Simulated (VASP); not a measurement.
# ZnO (I4/mmm) in VASP: notebook

The runs below take ZnO through single point, with r2SCAN.

All numbers are computed with VASP 6.6.1; they aren't measurements. Logs are shortened: lines on timing, memory, paths and dates and some standing lists are left out, and cuts for length are marked.

## 1. The cell of the first run

Symmetry: I4/mmm, No. 139, tetragonal system. The conventional cell has a = 3.018 Å, b = 3.018 Å, c = 4.358 Å, α = 90.00°, β = 90.00°, γ = 90.00°. Within 2.8 Å of Zn (site symmetry 4/mmm) lie 6 O at 2.13 to 2.18 Å. Within 2.8 Å of O (site symmetry 4/mmm) lie 6 Zn at 2.13 to 2.18 Å.

## 2. Single point, r2SCAN (uniaxial z strain +2.1%)

POSCAR

```
ZnO
1.0
    0.0000000000      2.1337703963      2.1792197058
    2.1337703963      0.0000000000      2.1792197058
    2.1337703963      2.1337703963      0.0000000000
Zn O
1 1
Direct
    0.0000000000      0.0000000000      0.0000000000
    0.5000000000      0.5000000000      0.5000000000
```

INCAR.step1

```
SYSTEM = ZnO
PREC = Accurate
ENCUT = 910
ISMEAR = 0
SIGMA = 0.01
LREAL = .False.
LASPH = .True.
NELM = 120
NBANDS = 16
GGA = PE
ALGO = Normal
EDIFF = 1E-5
LWAVE = .True.
LCHARG = .False.
GGA_COMPAT = .False.
```

INCAR.step2

```
SYSTEM = ZnO
PREC = Accurate
ENCUT = 910
EDIFF = 1E-6
ISMEAR = 0
SIGMA = 0.01
LREAL = .False.
LASPH = .True.
NELM = 120
ALGO = Normal
ISIF = 2
LWAVE = .False.
LCHARG = .False.
METAGGA = R2SCAN
LMIXTAU = .True.
NBANDS = 16
ISTART = 1
GGA_COMPAT = .False.
```

KPOINTS

```
Automatic mesh
0
Gamma
  10 10 10
  0 0 0
```

Potentials or basis: VASP PAW PBE potentials, release 64 (Zn, O_h).

Command:

```console
cat potpaw_PBE.64/Zn/POTCAR potpaw_PBE.64/O_h/POTCAR > POTCAR
cp INCAR.step1 INCAR
mpirun -np 1 vasp_std > vasp.out
cp INCAR.step2 INCAR
mpirun -np 1 vasp_std > vasp.out
```

OUTCAR:

```text
SYSTEM = ZnO
   PREC = Accurate
   ENCUT = 910
   EDIFF = 1E-6
   ISMEAR = 0
   LREAL = .False.
   LASPH = .True.
   NELM = 120
   ISIF = 2
   METAGGA = R2SCAN
   ISTART = 1

 ion  position               nearest neighbor table
   1  0.000  0.000  0.000-   2 2.13   2 2.13   2 2.13   2 2.13   2 2.18   2 2.18
   2  0.500  0.500  0.500-   1 2.13   1 2.13   1 2.13   1 2.13   1 2.18   1 2.18

  LATTYP: Found a body centered tetragonal cell.
 ALAT       =     3.0176070334
 C/A-ratio  =     1.4443363113

  Lattice vectors:

 A1 = (  -2.1337703963,   0.0000000000,   2.1792197058)
 A2 = (   2.1337703963,   0.0000000000,   2.1792197058)
 A3 = (   0.0000000000,   2.1337703963,  -2.1792197058)

Analysis of symmetry for initial positions (statically):
=====================================================================
 Subroutine PRICEL returns:
 Original cell was already a primitive cell.

 Routine SETGRP: Setting up the symmetry group for a
 body centered tetragonal supercell.

 Subroutine GETGRP returns: Found 16 space group operations
 (whereof 16 operations were pure point group operations)
 out of a pool of 16 trial point group operations.

The static configuration has the point symmetry D_4h.

Analysis of symmetry for dynamics (positions and initial velocities):
=====================================================================
 Subroutine PRICEL returns:
 Original cell was already a primitive cell.

 Routine SETGRP: Setting up the symmetry group for a
 body centered tetragonal supercell.

 Subroutine GETGRP returns: Found 16 space group operations
 (whereof 16 operations were pure point group operations)
 out of a pool of 16 trial point group operations.

The dynamic configuration has the point symmetry D_4h.

 Subroutine INISYM returns: Found 16 space group operations
 (whereof 16 operations are pure point group operations),
 and found     1 'primitive' translations

----------------------------------------------------------------------------------------

                                     Primitive cell

  volume of cell :      19.8439

  direct lattice vectors                    reciprocal lattice vectors
     0.000000000  2.133770396  2.179219706    -0.234326993  0.234326993  0.229439922
     2.133770396  0.000000000  2.179219706     0.234326993 -0.234326993  0.229439922
     2.133770396  2.133770396  0.000000000     0.234326993  0.234326993 -0.229439922

  length of vectors
     3.049913873  3.049913873  3.017607033     0.403064458  0.403064458  0.403064458

  position of ions in fractional coordinates (direct lattice)
     0.000000000  0.000000000  0.000000000
     0.500000000  0.500000000  0.500000000

  ion indices of the primitive-cell ions
   primitive index   ion index
                 1           1
                 2           2

----------------------------------------------------------------------------------------

 KPOINTS: Automatic mesh

Automatic generation of k-mesh.
 Grid dimensions read from file:
 generate k-points for:   10   10   10

 Generating k-lattice:

  Cartesian coordinates                     Fractional coordinates (reciprocal lattice)
    -0.023432699  0.023432699  0.022943992     0.100000000  0.000000000  0.000000000
     0.023432699 -0.023432699  0.022943992     0.000000000  0.100000000  0.000000000
     0.023432699  0.023432699 -0.022943992    -0.000000000 -0.000000000  0.100000000

  Length of vectors
     0.040306446  0.040306446  0.040306446

  Shift w.r.t. Gamma in fractional coordinates (k-lattice)
     0.000000000  0.000000000  0.000000000

 Subroutine IBZKPT returns following result:
 ===========================================

 Found    102 irreducible k-points:

 Following reciprocal coordinates:
            Coordinates               Weight
  0.000000  0.000000  0.000000      1.000000
  0.100000  0.000000  0.000000      8.000000
  0.200000  0.000000  0.000000      8.000000
  0.300000  0.000000  0.000000      8.000000
  0.400000  0.000000  0.000000      8.000000
  0.500000 -0.000000  0.000000      4.000000
[... 16 lines left out ...]
  0.300000  0.300000  0.000000      2.000000
  0.400000  0.300000  0.000000      8.000000
 [... further k-points ...]
   k-points           NKPTS =    102   k-points in BZ     NKDIM =    102   number of bands    NBANDS=     16
   number of dos      NEDOS =    301   number of ions     NIONS =      2
   total plane-waves  NPLWV =  27000
   dimension x,y,z NGX =    30 NGY =   30 NGZ =   30
   dimension x,y,z NGXF=    60 NGYF=   60 NGZF=   60
   ions per type =               1   1
   NGX,Y,Z   is equivalent  to a cutoff of  16.35, 16.35, 16.53 a.u.
   NGXF,Y,Z  is equivalent  to a cutoff of  32.71, 32.71, 33.06 a.u.
 SYSTEM =  ZnO
   PREC   = accura    normal or accurate (medium, high low for compatibility)
   ISTART =      1    job   : 0-new  1-cont  2-samecut
   ICHARG =      0    charge: 1-file 2-atom 10-const
   ISPIN  =      1    spin polarized calculation?
   LNONCOLLINEAR =      F non collinear calculations
   LSORBIT =      F    spin-orbit coupling
   LASPH  =      T    aspherical Exc in radial PAW
   ENCUT  =  910.0 eV  66.88 Ry    8.18 a.u.   7.50  7.50  7.42*2*pi/ulx,y,z
   NELM   =    120;   NELMIN=  2; NELMDL=  0     # of ELM steps
   EDIFF  = 0.1E-05   stopping-criterion for ELM
   LREAL  =      F    real-space projection
   EDIFFG = 0.1E-04   stopping-criterion for IOM
   NSW    =      0    number of steps for IOM
   IBRION =     -1    ionic relax: 0-MD 1-quasi-New 2-CG
   NFREE  =      0    steps in history (QN), initial steepest desc. (CG)
   ISIF   =      2    stress and relaxation
   ISYM   =      2    0-nonsym 1-usesym 2-fastsym
   POTIM  = 0.5000    time-step for ionic-motion
   TEBEG  =    0.0;   TEEND  =   0.0 temperature during run
   PSTRESS=    0.0 pullay stress
   NELECT =      18.0000    total number of electrons
   NUPDOWN=      -1.0000    fix difference up-down
   EMIN   =  10.00;   EMAX   =-10.00  energy-range for DOS
   EFERMI =   0.00;   METHOD = LEGACY
   ISMEAR =     0;   SIGMA  =   0.01  broadening in eV -4-tet -1-fermi 0-gaus
   EFERMI_NEDOS =   21; number of points for ismear=-14 and -15
   IALGO  =     38    algorithm
   IMIX   =      4    mixing-type and parameters
     AMIX     =   0.40;   BMIX     =  1.00
     AMIX_MAG =   1.60;   BMIX_MAG =  1.00
  volume/ion in A,a.u.               =       9.92        66.96
  Fermi-wavevector in a.u.,A,eV,Ry     =   1.584736  2.994716 34.169502  2.511388
  Thomas-Fermi vector in A             =   2.684308
   LORBIT       =      0    0 simple, 1 ext, 2 COOP (PROOUT), +10 PAW based schemes
   METAGGA = R2SCAN    functional components
   LHFCALC =     F    Hartree Fock is set to
   AEXX    =    0.0000 exact exchange contribution
   IVDW    =     0    specifies the selected vdW correction
   LEPSILON=     F    determine dielectric tensor
   LRPA    =     F    only Hartree local field effects (RPA)
 non-spin polarized calculation
 Gauss-broadening in eV      SIGMA  =   0.01
  energy-cutoff  :      910.00
  volume of cell :       19.84
 maximum number of plane-waves:      1259
   NGX = 15   NGY = 15   NGZ = 15

 number of electron      18.0000002 magnetization

 Free energy of the ion-electron system (eV)
  ---------------------------------------------------
  ext. energy  EPLUGINS =         0.00000000
  ---------------------------------------------------
  free energy    TOTEN  =       -17.95815242 eV

  energy without entropy =      -17.95815242  energy(sigma->0) =      -17.95815242

 E-fermi :   2.8356     XC(G=0): -12.9974

 val. band max:        2.6850944636   @ k =   0.5000  -0.0000   0.0000
 cond. band min:       4.0712381932   @ k =   0.0000   0.0000   0.0000
 fundamental gap:      1.3861437296
 Fermi energy:         2.8356162773

 k-point     1 :       0.0000    0.0000    0.0000
  band No.  band energies     occupation
      1     -16.7950      2.00000
      2      -2.2770      2.00000
      3      -2.2516      2.00000
      4      -2.2516      2.00000
      5      -2.1020      2.00000
      6      -2.0578      2.00000
[... 8 lines left out ...]
     15      22.5627      0.00000
     16      23.3175      0.00000

 k-point     2 :       0.1000    0.0000    0.0000
  band No.  band energies     occupation
      1     -16.6911      2.00000
      2      -2.3393      2.00000
      3      -2.2971      2.00000
      4      -2.2730      2.00000
      5      -2.1716      2.00000
      6      -2.1538      2.00000
[... 8 lines left out ...]
     15      23.0104      0.00000
     16      23.1923      0.00000

 k-point     3 :       0.2000    0.0000    0.0000
  band No.  band energies     occupation
      1     -16.4053      2.00000
      2      -2.7190      2.00000
      3      -2.5834      2.00000
      4      -2.5741      2.00000
      5      -2.1060      2.00000
      6      -2.1054      2.00000
[... 8 lines left out ...]
     15      23.7995      0.00000
     16      23.8596      0.00000

 k-point     4 :       0.3000    0.0000    0.0000
  band No.  band energies     occupation
      1     -16.0196      2.00000
      2      -3.5503      2.00000
      3      -2.9210      2.00000
      4      -2.9116      2.00000
      5      -2.0001      2.00000
      6      -1.9888      2.00000
[... 8 lines left out ...]
     15      25.2555      0.00000
     16      25.2733      0.00000
[... 324 lines left out ...]
 k-point    22 :      -0.2000    0.2000    0.0000
  band No.  band energies     occupation
      1     -15.9030      2.00000
      2      -3.6423      2.00000
      3      -3.0458      2.00000
      4      -2.7100      2.00000
      5      -2.0602      2.00000
      6      -1.8791      2.00000
[... 8 lines left out ...]
     15      25.3292      0.00000
     16      26.6807      0.00000

 k-point    23 :       0.3000    0.3000    0.0000
  band No.  band energies     occupation
      1     -15.9047      2.00000
      2      -3.4783      2.00000
      3      -2.5207      2.00000
      4      -2.0892      2.00000
      5      -2.0892      2.00000
      6      -1.9444      2.00000
[... 8 lines left out ...]
     15      31.0020      0.00000
     16      31.7697      0.00000

 k-point    24 :       0.4000    0.3000    0.0000
  band No.  band energies     occupation
      1     -15.6878      2.00000
      2      -3.4796      2.00000
      3      -2.6383      2.00000
      4      -2.2397      2.00000
      5      -2.0143      2.00000
      6      -1.8455      2.00000
[... 8 lines left out ...]
     15      31.3215      0.00000
     16      31.3348      0.00000

 [... further k-points ...]
[... 5 lines left out ...]
  --------------------------------------------------------------------------------------
  -------------------------------------------------------------------------------------
  Total       -0.2618275     -0.2618275     -0.5009457      0.0000000      0.0000000      0.0000000
  in kB      -21.1397271    -21.1397271    -40.4459286      0.0000000      0.0000000      0.0000000
  external PRESSURE =     -27.5751276 kB  Pullay stress =       0.0000000 kB

 VOLUME and BASIS-vectors are now :
 -----------------------------------------------------------------------------
  energy-cutoff  :      910.00
  volume of cell :       19.84
      direct lattice vectors                 reciprocal lattice vectors
     0.000000000  2.133770396  2.179219706    -0.234326993  0.234326993  0.229439922
     2.133770396  0.000000000  2.179219706     0.234326993 -0.234326993  0.229439922
     2.133770396  2.133770396  0.000000000     0.234326993  0.234326993 -0.229439922

 POSITION                                       TOTAL-FORCE (eV/Angst)
 -----------------------------------------------------------------------------------
      0.00000      0.00000      0.00000         0.000000      0.000000      0.000000
      2.13377      2.13377      2.17922         0.000000      0.000000     -0.000000
 -----------------------------------------------------------------------------------
    total drift:                                0.000000      0.000000      0.000000

  FREE ENERGIE OF THE ION-ELECTRON SYSTEM (eV)
  ---------------------------------------------------
  free  energy   TOTEN  =       -17.9581524210 eV

  energy  without entropy=      -17.9581524210  energy(sigma->0) =      -17.95815242
```

Run time: 3.4 min. Hardware: 1 thread of Intel Xeon Platinum 8375C at 2.90GHz (Ice Lake), shared host; peak memory 0.22 GiB.

Results:

| Quantity | Value |
| --- | --- |
| Free energy | -17.9582 eV |
| Pressure | -2.8 GPa |
| Band gap on the k mesh | 1.39 eV (least direct gap 2.74 eV) |

Caveat: the cell differs from its parent crystal (uniaxial z strain +2.1%); the cutoff is under 1.25 times the usual one of these potentials, so pressure, stress and relaxed cells hold a basis-set (Pulay) error; the PAW data sets were made with another functional, which shifts forces and pressure a little. A k mesh can miss the band edges.

## 3. Single point, r2SCAN (uniaxial x strain +2.6%)

POSCAR

```
ZnO
1.0
    0.0000000000      2.1337703963      2.1337703963
    2.1890350496      0.0000000000      2.1337703963
    2.1890350496      2.1337703963      0.0000000000
Zn O
1 1
Direct
    0.0000000000      0.0000000000      0.0000000000
    0.5000000000      0.5000000000      0.5000000000
```

INCAR.step1

```
SYSTEM = ZnO
PREC     = Accurate       ! precision mode
ENCUT    = 910            ! plane-wave cutoff, eV
ISMEAR   = 0              ! smearing method
SIGMA    = 0.01           ! smearing width, eV
LREAL    = .FALSE.        ! projectors in reciprocal space
LASPH    = .TRUE.         ! aspherical terms in the spheres
NELM     = 120            ! most SCF steps
NBANDS   = 16             ! bands
GGA      = PE             ! functional
ALGO     = Normal         ! electronic algorithm
EDIFF    = 1E-5           ! SCF threshold, eV
LWAVE    = .TRUE.         ! write WAVECAR
LCHARG   = .FALSE.        ! write CHGCAR
GGA_COMPAT= .FALSE.
```

INCAR.step2

```
SYSTEM = ZnO
PREC     = Accurate       ! precision mode
ENCUT    = 910            ! plane-wave cutoff, eV
EDIFF    = 1E-6           ! SCF threshold, eV
ISMEAR   = 0              ! smearing method
SIGMA    = 0.01           ! smearing width, eV
LREAL    = .FALSE.        ! projectors in reciprocal space
LASPH    = .TRUE.         ! aspherical terms in the spheres
NELM     = 120            ! most SCF steps
ALGO     = Normal         ! electronic algorithm
ISIF     = 2              ! what is computed and relaxed
LWAVE    = .FALSE.        ! write WAVECAR
LCHARG   = .FALSE.        ! write CHGCAR
METAGGA  = R2SCAN         ! meta-GGA
LMIXTAU  = .TRUE.       
NBANDS   = 16             ! bands
ISTART   = 1            
GGA_COMPAT= .FALSE.
```

KPOINTS

```
Automatic mesh
0
G
  10 10 10
  0 0 0
```

Potentials or basis: VASP PAW PBE potentials, release 64 (Zn, O_h).

Command:

```console
cat potpaw_PBE.64/Zn/POTCAR potpaw_PBE.64/O_h/POTCAR > POTCAR
cp INCAR.step1 INCAR
mpirun -np 1 vasp_std > vasp.out
cp INCAR.step2 INCAR
mpirun -np 1 vasp_std > vasp.out
```

OUTCAR:

```text
SYSTEM = ZnO
   PREC = Accurate
   ENCUT = 910
   EDIFF = 1E-6
   ISMEAR = 0
   LREAL = .FALSE.
   LASPH = .TRUE.
   NELM = 120
   ISIF = 2
   METAGGA = R2SCAN
   ISTART = 1

 ion  position               nearest neighbor table
   1  0.000  0.000  0.000-   2 2.13   2 2.13   2 2.13   2 2.13   2 2.19   2 2.19
   2  0.500  0.500  0.500-   1 2.13   1 2.13   1 2.13   1 2.13   1 2.19   1 2.19

  LATTYP: Found a body centered tetragonal cell.
 ALAT       =     3.0176070334
 C/A-ratio  =     1.4508416937

  Lattice vectors:

 A1 = (   2.1890350496,   0.0000000000,   2.1337703963)
 A2 = (   2.1890350496,   0.0000000000,  -2.1337703963)
 A3 = (  -2.1890350496,   2.1337703963,   0.0000000000)

Analysis of symmetry for initial positions (statically):
=====================================================================
 Subroutine PRICEL returns:
 Original cell was already a primitive cell.

 Routine SETGRP: Setting up the symmetry group for a
 body centered tetragonal supercell.

 Subroutine GETGRP returns: Found 16 space group operations
 (whereof 16 operations were pure point group operations)
 out of a pool of 16 trial point group operations.

[... 157 lines left out ...]
  ext. energy  EPLUGINS =         0.00000000
  ---------------------------------------------------
  free energy    TOTEN  =       -17.95570621 eV

  energy without entropy =      -17.95570621  energy(sigma->0) =      -17.95570621

 E-fermi :   2.7987     XC(G=0): -12.9689

 val. band max:        2.6509326350   @ k =   0.5000  -0.0000  -0.0000
 cond. band min:       4.0040802347   @ k =   0.0000   0.0000   0.0000
 fundamental gap:      1.3531475997
 Fermi energy:         2.7986534341

 k-point     1 :       0.0000    0.0000    0.0000
  band No.  band energies     occupation
      1     -16.8028      2.00000
      2      -2.3220      2.00000
      3      -2.2915      2.00000
      4      -2.2915      2.00000
      5      -2.1505      2.00000
      6      -2.0969      2.00000
[... 433 lines left out ...]
      3      -2.6744      2.00000
      4      -2.3046      2.00000
      5      -2.0873      2.00000
      6      -1.8924      2.00000
[... 8 lines left out ...]
     15      30.6358      0.00000
     16      31.4540      0.00000

 [... further k-points ...]
[... 5 lines left out ...]
  --------------------------------------------------------------------------------------
  -------------------------------------------------------------------------------------
  Total       -0.6199019     -0.3425006     -0.3425006      0.0000000      0.0000000     -0.0000000
  in kB      -49.8259374    -27.5292193    -27.5292193      0.0000000      0.0000000     -0.0000000
  external PRESSURE =     -34.9614587 kB  Pullay stress =       0.0000000 kB

 VOLUME and BASIS-vectors are now :
 -----------------------------------------------------------------------------
  energy-cutoff  :      910.00
  volume of cell :       19.93
      direct lattice vectors                 reciprocal lattice vectors
     0.000000000  2.133770396  2.133770396    -0.228411144  0.234326993  0.234326993
     2.189035050  0.000000000  2.133770396     0.228411144 -0.234326993  0.234326993
     2.189035050  2.133770396  0.000000000     0.228411144  0.234326993 -0.234326993

 POSITION                                       TOTAL-FORCE (eV/Angst)
 -----------------------------------------------------------------------------------
      0.00000      0.00000      0.00000        -0.000000     -0.000000      0.000000
      2.18904      2.13377      2.13377         0.000000      0.000000     -0.000000
 -----------------------------------------------------------------------------------
    total drift:                                0.000000      0.000000      0.000000

  FREE ENERGIE OF THE ION-ELECTRON SYSTEM (eV)
  ---------------------------------------------------
  free  energy   TOTEN  =       -17.9557062087 eV

  energy  without entropy=      -17.9557062087  energy(sigma->0) =      -17.95570621
```

Wall time 2.9 min (1 thread of Intel Xeon Platinum 8559C (Emerald Rapids), shared host); peak memory 0.22 GiB.

Results:

```
Free energy            : -17.9557 eV
Pressure               : -3.5 GPa
Band gap on the k mesh : 1.35 eV (least direct gap 2.69 eV)
```

Levels at points of the mesh, in eV from the valence-band top:
```tsv
k point	band 5	band 6	band 7	band 8	band 9	band 10	band 11	band 12	band 13	band 14
(0.00, 0.00, 0.00)	-4.80	-4.75	-1.46	-1.46	-1.34	1.35	18.53	18.66	18.66	19.13
(0.50, 0.00, 0.00)	-4.58	-4.55	-3.70	-0.16	0.00	6.07	9.75	13.33	13.86	20.01
(0.50, 0.50, 0.00)	-4.47	-4.42	-4.16	-2.98	-2.74	4.84	11.58	11.73	15.93	16.47
(0.00, 0.50, 0.50)	-4.46	-4.46	-4.22	-2.77	-2.77	4.86	11.21	12.05	16.53	16.53
```

Caveat: the cell differs from its parent crystal (uniaxial x strain +2.6%); the cutoff is under 1.25 times the usual one of these potentials, so pressure, stress and relaxed cells hold a basis-set (Pulay) error; the cell stands under tension; the PAW data sets were made with another functional, which shifts forces and pressure a little.
